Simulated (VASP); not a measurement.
# Ti (Fm-3m) in VASP: settings compared

Ti is run at these levels: PBEsol+D3(BJ), PBEsol; tasks: single point.

Everything below comes from runs of VASP 6.6.1. Logs are shortened: lines on timing, memory, paths and dates and some standing lists are left out, and cuts for length are marked.

### Step 1. The cell of the first run

The structure is cubic, space group Fm-3m (No. 225). The conventional cell has a = 4.060 Å, b = 4.060 Å, c = 4.060 Å, α = 90.00°, β = 90.00°, γ = 90.00°. Within 3.8 Å of Ti (site symmetry m-3m) lie 12 Ti at 2.87 Å.

### Step 2. Single point, PBEsol+D3(BJ), collinear spin, ferromagnetic start

INCAR

```
SYSTEM = Ti
PREC = Accurate ; ENCUT = 520
EDIFF = 1E-6 ; ISMEAR = 0
SIGMA = 0.1 ; LREAL = .FALSE.
LASPH = .TRUE. ; NELM = 150
ALGO = Normal ; ISIF = 2
LWAVE = .FALSE. ; LCHARG = .FALSE.
ISPIN = 2 ; MAGMOM = 1
LORBIT = 11 ; LMAXMIX = 4
GGA = PS ; IVDW = 12
NBANDS = 16
```

KPOINTS

```
Automatic mesh
0
G
  11 11 11
  0 0 0
```

POSCAR

```
Ti
1.0
    2.8708535316      0.0000000000      0.0000000000
    1.4354267658      2.4862320889      0.0000000000
    1.4354267658      0.8287440296      2.3440420929
Ti
1
Direct
    0.0000000000      0.0000000000      0.0000000000
```

Potentials or basis: VASP PAW PBE potentials, release 64 (Ti_sv).

The run is started by

```
cat potpaw_PBE.64/Ti_sv/POTCAR > POTCAR
mpirun -np 1 vasp_std > vasp.out
```

OUTCAR:

```text
SYSTEM = Ti
   PREC = Accurate
   ENCUT = 520
   EDIFF = 1E-6
   ISMEAR = 0
   LREAL = .FALSE.
   LASPH = .TRUE.
   NELM = 150
   ISIF = 2
   ISPIN = 2
   LORBIT = 11
   GGA = PS
   IVDW = 12
 IVDW          = 12

 ion  position               nearest neighbor table
   1  0.000  0.000  0.000-

  LATTYP: Found a face centered cubic cell.
 ALAT       =     4.0600000000

  Lattice vectors:

 A1 = (   2.8708535316,   0.0000000000,   0.0000000000)
 A2 = (   1.4354267658,   2.4862320889,   0.0000000000)
 A3 = (   1.4354267658,   0.8287440296,   2.3440420929)

Analysis of symmetry for initial positions (statically):
=====================================================================
 Subroutine PRICEL returns:
 Original cell was already a primitive cell.

 Routine SETGRP: Setting up the symmetry group for a
 face centered cubic supercell.

 Subroutine GETGRP returns: Found 48 space group operations
 (whereof 48 operations were pure point group operations)
 out of a pool of 48 trial point group operations.

The static configuration has the point symmetry O_h .

Analysis of symmetry for dynamics (positions and initial velocities):
=====================================================================
 Subroutine PRICEL returns:
 Original cell was already a primitive cell.

 Routine SETGRP: Setting up the symmetry group for a
 face centered cubic supercell.

 Subroutine GETGRP returns: Found 48 space group operations
 (whereof 48 operations were pure point group operations)
 out of a pool of 48 trial point group operations.

The dynamic configuration has the point symmetry O_h .

Analysis of structural, dynamic, and magnetic symmetry:
=====================================================================
 Subroutine PRICEL returns:
 Original cell was already a primitive cell.

 Routine SETGRP: Setting up the symmetry group for a
 face centered cubic supercell.

 Subroutine GETGRP returns: Found 48 space group operations
 (whereof 48 operations were pure point group operations)
 out of a pool of 48 trial point group operations.

The overall configuration has the point symmetry O_h .

 Subroutine INISYM returns: Found 48 space group operations
 (whereof 48 operations are pure point group operations),
 and found     1 'primitive' translations

----------------------------------------------------------------------------------------

                                     Primitive cell

  volume of cell :      16.7309

  direct lattice vectors                    reciprocal lattice vectors
     2.870853532  0.000000000  0.000000000     0.348328464 -0.201107532 -0.142204500
     1.435426766  2.486232089  0.000000000     0.000000000  0.402215065 -0.142204500
     1.435426766  0.828744030  2.344042093     0.000000000  0.000000000  0.426613499

  length of vectors
     2.870853532  2.870853532  2.870853532     0.426613499  0.426613499  0.426613499

  position of ions in fractional coordinates (direct lattice)
     0.000000000  0.000000000  0.000000000

  ion indices of the primitive-cell ions
   primitive index   ion index
                 1           1

----------------------------------------------------------------------------------------

 KPOINTS: Automatic mesh

Automatic generation of k-mesh.
 Grid dimensions read from file:
 generate k-points for:   11   11   11

 Generating k-lattice:

  Cartesian coordinates                     Fractional coordinates (reciprocal lattice)
     0.031666224 -0.018282503 -0.012927682     0.090909091  0.000000000  0.000000000
     0.000000000  0.036565006 -0.012927682     0.000000000  0.090909091  0.000000000
     0.000000000  0.000000000  0.038783045     0.000000000  0.000000000  0.090909091

  Length of vectors
     0.038783045  0.038783045  0.038783045

  Shift w.r.t. Gamma in fractional coordinates (k-lattice)
     0.000000000  0.000000000  0.000000000

 Subroutine IBZKPT returns following result:
 ===========================================

 Found     56 irreducible k-points:

 Following reciprocal coordinates:
            Coordinates               Weight
  0.000000  0.000000  0.000000      1.000000
  0.090909  0.000000  0.000000      8.000000
  0.181818 -0.000000 -0.000000      8.000000
  0.272727 -0.000000 -0.000000      8.000000
  0.363636  0.000000 -0.000000      8.000000
  0.454545 -0.000000 -0.000000      8.000000
[... 16 lines left out ...]
 -0.272727  0.181818  0.000000     24.000000
 -0.181818  0.181818  0.000000     12.000000
 [... further k-points ...]
   k-points           NKPTS =     56   k-points in BZ     NKDIM =     56   number of bands    NBANDS=     16
   number of dos      NEDOS =    301   number of ions     NIONS =      1
   total plane-waves  NPLWV =  13824
   dimension x,y,z NGX =    24 NGY =   24 NGZ =   24
   dimension x,y,z NGXF=    48 NGYF=   48 NGZF=   48
   ions per type =               1
   NGX,Y,Z   is equivalent  to a cutoff of  13.90, 13.90, 13.90 a.u.
   NGXF,Y,Z  is equivalent  to a cutoff of  27.80, 27.80, 27.80 a.u.
 SYSTEM =  Ti
   PREC   = accura    normal or accurate (medium, high low for compatibility)
   ISTART =      0    job   : 0-new  1-cont  2-samecut
   ICHARG =      2    charge: 1-file 2-atom 10-const
   ISPIN  =      2    spin polarized calculation?
   LNONCOLLINEAR =      F non collinear calculations
   LSORBIT =      F    spin-orbit coupling
   LASPH  =      T    aspherical Exc in radial PAW
   ENCUT  =  520.0 eV  38.22 Ry    6.18 a.u.   5.34  5.34  5.34*2*pi/ulx,y,z
   NELM   =    150;   NELMIN=  2; NELMDL= -5     # of ELM steps
   EDIFF  = 0.1E-05   stopping-criterion for ELM
   LREAL  =      F    real-space projection
[... 7 lines left out ...]
   TEBEG  =    0.0;   TEEND  =   0.0 temperature during run
   PSTRESS=    0.0 pullay stress
   NELECT =      12.0000    total number of electrons
   NUPDOWN=      -1.0000    fix difference up-down
   EMIN   =  10.00;   EMAX   =-10.00  energy-range for DOS
   EFERMI =   0.00;   METHOD = LEGACY
   ISMEAR =     0;   SIGMA  =   0.10  broadening in eV -4-tet -1-fermi 0-gaus
   EFERMI_NEDOS =   21; number of points for ismear=-14 and -15
   IALGO  =     38    algorithm
   IMIX   =      4    mixing-type and parameters
     AMIX     =   0.40;   BMIX     =  1.00
     AMIX_MAG =   1.60;   BMIX_MAG =  1.00
  volume/ion in A,a.u.               =      16.73       112.91
  Fermi-wavevector in a.u.,A,eV,Ry     =   1.465421  2.769245 29.217967  2.147460
  Thomas-Fermi vector in A             =   2.581280
   LORBIT       =     11    0 simple, 1 ext, 2 COOP (PROOUT), +10 PAW based schemes
   GGA     = PS    functional components
   LHFCALC =     F    Hartree Fock is set to
   AEXX    =    0.0000 exact exchange contribution
   IVDW    =    12    specifies the selected vdW correction
   LEPSILON=     F    determine dielectric tensor
   LRPA    =     F    only Hartree local field effects (RPA)
 spin polarized calculation
 Gauss-broadening in eV      SIGMA  =   0.10
  energy-cutoff  :      520.00
  volume of cell :       16.73
 maximum number of plane-waves:       463
 NGX is ok and might be reduce to    24
   NGX = 11   NGY = 11   NGZ = 11

 number of electron      12.0000002 magnetization      -0.0170727

 number of electron      12.0000002 magnetization       0.0024071

 Free energy of the ion-electron system (eV)
  ---------------------------------------------------
  ext. energy  EPLUGINS =         0.00000000
  ---------------------------------------------------
  free energy    TOTEN  =        -8.29112876 eV

  energy without entropy =       -8.28529678  energy(sigma->0) =       -8.28821277

 E-fermi :   8.4946     XC(G=0): -11.8142

 val. band max:        8.4563402601   @ k =   0.1818   0.1818  -0.0000
 cond. band min:       8.5184893139   @ k =   0.2727  -0.0000  -0.0000
 fundamental gap:      0.0621490537
 Fermi energy:         8.4946434248

 spin component 1

 k-point     1 :       0.0000    0.0000    0.0000
  band No.  band energies     occupation
      1     -47.9074      1.00000
      2     -23.8153      1.00000
      3     -23.8153      1.00000
      4     -23.8153      1.00000
      5       2.3085      1.00000
      6       9.4025      0.00000
[... 8 lines left out ...]
     15      32.5234      0.00000
     16      33.8501      0.00000

 k-point     2 :       0.0909    0.0000    0.0000
  band No.  band energies     occupation
      1     -47.8960      1.00000
      2     -23.8785      1.00000
      3     -23.8232      1.00000
      4     -23.8232      1.00000
      5       2.5841      1.00000
      6       9.2332      0.00000
[... 8 lines left out ...]
     15      32.7988      0.00000
     16      33.7095      0.00000

 k-point     3 :       0.1818   -0.0000   -0.0000
  band No.  band energies     occupation
      1     -47.8654      1.00000
      2     -24.0458      1.00000
      3     -23.8441      1.00000
      4     -23.8440      1.00000
      5       3.3550      1.00000
      6       8.8441      0.00000
[... 8 lines left out ...]
     15      32.0156      0.00000
     16      33.0280      0.00000

 k-point     4 :       0.2727   -0.0000   -0.0000
  band No.  band energies     occupation
      1     -47.8250      1.00000
      2     -24.2604      1.00000
      3     -23.8713      1.00000
      4     -23.8713      1.00000
      5       4.4249      1.00000
      6       8.5185      0.36797
[... 8 lines left out ...]
     15      31.8832      0.00000
     16      31.8832      0.00000
[... 324 lines left out ...]
 k-point    22 :      -0.3636    0.1818    0.0000
  band No.  band energies     occupation
      1     -47.7520      1.00000
      2     -24.4672      1.00000
      3     -24.0791      1.00000
      4     -23.9302      1.00000
      5       6.4909      1.00000
      6       8.1179      1.00000
[... 8 lines left out ...]
     15      32.4853      0.00000
     16      33.4026      0.00000

 k-point    23 :      -0.2727    0.1818    0.0000
  band No.  band energies     occupation
      1     -47.7770      1.00000
      2     -24.3654      1.00000
      3     -24.0559      1.00000
      4     -23.8958      1.00000
      5       5.8778      1.00000
      6       8.1796      1.00000
[... 8 lines left out ...]
     15      30.7753      0.00000
     16      33.4554      0.00000

 k-point    24 :      -0.1818    0.1818    0.0000
  band No.  band energies     occupation
      1     -47.8114      1.00000
      2     -24.2398      1.00000
      3     -23.9895      1.00000
      4     -23.8639      1.00000
      5       4.8475      1.00000
      6       8.2953      0.99759
[... 8 lines left out ...]
     15      30.3349      0.00000
     16      33.7494      0.00000

 [... further k-points ...]

 spin component 2

 k-point     1 :       0.0000    0.0000    0.0000
  band No.  band energies     occupation
      1     -47.9063      1.00000
      2     -23.8141      1.00000
      3     -23.8141      1.00000
      4     -23.8141      1.00000
      5       2.3097      1.00000
      6       9.4043      0.00000
[... 8 lines left out ...]
     15      32.5250      0.00000
     16      33.8518      0.00000

 k-point     2 :       0.0909    0.0000    0.0000
  band No.  band energies     occupation
      1     -47.8949      1.00000
      2     -23.8772      1.00000
      3     -23.8219      1.00000
      4     -23.8219      1.00000
      5       2.5854      1.00000
      6       9.2350      0.00000
[... 8 lines left out ...]
     15      32.8006      0.00000
     16      33.7112      0.00000

 k-point     3 :       0.1818   -0.0000   -0.0000
  band No.  band energies     occupation
      1     -47.8643      1.00000
      2     -24.0445      1.00000
      3     -23.8428      1.00000
      4     -23.8428      1.00000
      5       3.3563      1.00000
      6       8.8459      0.00000
[... 8 lines left out ...]
     15      32.0175      0.00000
     16      33.0298      0.00000

 k-point     4 :       0.2727   -0.0000   -0.0000
  band No.  band energies     occupation
      1     -47.8239      1.00000
      2     -24.2591      1.00000
      3     -23.8700      1.00000
      4     -23.8700      1.00000
      5       4.4263      1.00000
      6       8.5203      0.35846
[... 8 lines left out ...]
     15      31.8850      0.00000
     16      31.8850      0.00000
[... 324 lines left out ...]
 k-point    22 :      -0.3636    0.1818    0.0000
  band No.  band energies     occupation
      1     -47.7509      1.00000
      2     -24.4659      1.00000
      3     -24.0778      1.00000
      4     -23.9289      1.00000
      5       6.4926      1.00000
      6       8.1193      1.00000
[... 8 lines left out ...]
     15      32.4870      0.00000
     16      33.4044      0.00000

 k-point    23 :      -0.2727    0.1818    0.0000
  band No.  band energies     occupation
      1     -47.7759      1.00000
      2     -24.3641      1.00000
      3     -24.0546      1.00000
      4     -23.8946      1.00000
      5       5.8793      1.00000
      6       8.1814      1.00000
[... 8 lines left out ...]
     15      30.7771      0.00000
     16      33.4572      0.00000

 k-point    24 :      -0.1818    0.1818    0.0000
  band No.  band energies     occupation
      1     -47.8104      1.00000
      2     -24.2385      1.00000
      3     -23.9882      1.00000
      4     -23.8626      1.00000
      5       4.8489      1.00000
      6       8.2971      0.99739
[... 8 lines left out ...]
     15      30.3364      0.00000
     16      33.7512      0.00000

 [... further k-points ...]

------------------------ aborting loop because EDIFF is reached ----------------------------------------

 Edisp (eV)   -0.62284

 E8    (eV) :    -0.4358

  FORCE on cell =-STRESS in cart. coord.  units (eV):
  Direction    XX          YY          ZZ          XY          YZ          ZX
  --------------------------------------------------------------------------------------
  -------------------------------------------------------------------------------------
  Total      -0.74654    -0.74654    -0.74654     0.00000     0.00000     0.00000
  in kB     -71.49022   -71.49022   -71.49022     0.00000     0.00000     0.00000
  external pressure =      -71.49 kB  Pullay stress =        0.00 kB

 VOLUME and BASIS-vectors are now :
 -----------------------------------------------------------------------------
  energy-cutoff  :      520.00
  volume of cell :       16.73
      direct lattice vectors                 reciprocal lattice vectors
     2.870853532  0.000000000  0.000000000     0.348328464 -0.201107532 -0.142204500
     1.435426766  2.486232089  0.000000000     0.000000000  0.402215065 -0.142204500
     1.435426766  0.828744030  2.344042093     0.000000000  0.000000000  0.426613499

 POSITION                                       TOTAL-FORCE (eV/Angst)
 -----------------------------------------------------------------------------------
      0.00000      0.00000      0.00000         0.000000      0.000000      0.000000
 -----------------------------------------------------------------------------------
    total drift:                                0.000000      0.000000      0.000000

  FREE ENERGIE OF THE ION-ELECTRON SYSTEM (eV)
  ---------------------------------------------------
  free  energy   TOTEN  =        -8.9139725300 eV

  energy  without entropy=       -8.9081405499  energy(sigma->0) =       -8.91105654

 total charge

# of ion       s       p       d       tot
------------------------------------------
    1        2.256   6.123   1.928  10.307

 magnetization (x)

# of ion       s       p       d       tot
------------------------------------------
    1       -0.000   0.000   0.001   0.001
```

It took 10 s on 1 thread of Intel Xeon 6975P-C (Granite Rapids), shared host; peak memory 0.17 GiB.

Results:

* Free energy: -8.9140 eV
* Pressure: -7.1 GPa
* Band gap on the k mesh: zero (filled and empty bands overlap)
* Net moment: 0.00 μB per cell
* Valence electrons inside the program's atomic spheres: Ti 10.31
* Dispersion energy per atom: -0.623 eV

Caveat: three body term missing; the PAW data sets were made with another functional, which shifts forces and pressure a little; pairwise dispersion overbinds metals, which lowers pressure and volume.

### Step 3. Single point, PBEsol

This run uses another cell than the first one, of 13.79 Å³/atom, 0.825 times its volume.

INCAR

```
SYSTEM = Ti
PREC = Accurate
ENCUT = 520
EDIFF = 1E-7
ISMEAR = -1
SIGMA = 0.05
LREAL = .FALSE.
LASPH = .TRUE.
NELM = 80
ALGO = Normal
ISIF = 2
LWAVE = .FALSE.
LCHARG = .FALSE.
GGA = PS
NBANDS = 12
```

KPOINTS is that of step 2.

POSCAR

```
Ti
1.0
    0.0000000000      1.9035332703      1.9035332703
    1.9035332703      0.0000000000      1.9035332703
    1.9035332703      1.9035332703      0.0000000000
Ti
1
Direct
    0.0000000000      0.0000000000      0.0000000000
```

Potentials or basis: VASP PAW PBE potentials, release 64 (Ti_sv).

The run is started by

```
cat potpaw_PBE.64/Ti_sv/POTCAR > POTCAR
mpirun -np 1 vasp_std > vasp.out
```

Wall time 5.8 s (1 thread of Intel Xeon 6975P-C (Granite Rapids), shared host); peak memory 0.12 GiB.

It converged, with:

- Free energy: -8.0689 eV
- Pressure: 29.3 GPa
- Band gap on the k mesh: zero (band 6 reaches 11.74 eV, above the bottom of band 7 at 10.41 eV)

Levels at points of the mesh, in eV from the Fermi level:
| k point | band 3 | band 4 | band 5 | band 6 | band 7 | band 8 | band 9 | band 10 |
| --- | --- | --- | --- | --- | --- | --- | --- | --- |
| (0.00, 0.00, 0.00) | -31.69 | -31.69 | -6.51 | 1.00 | 1.00 | 1.00 | 3.22 | 3.22 |

Caveat: the PAW data sets were made with another functional, which shifts forces and pressure a little.

[end of part 1 of 2]
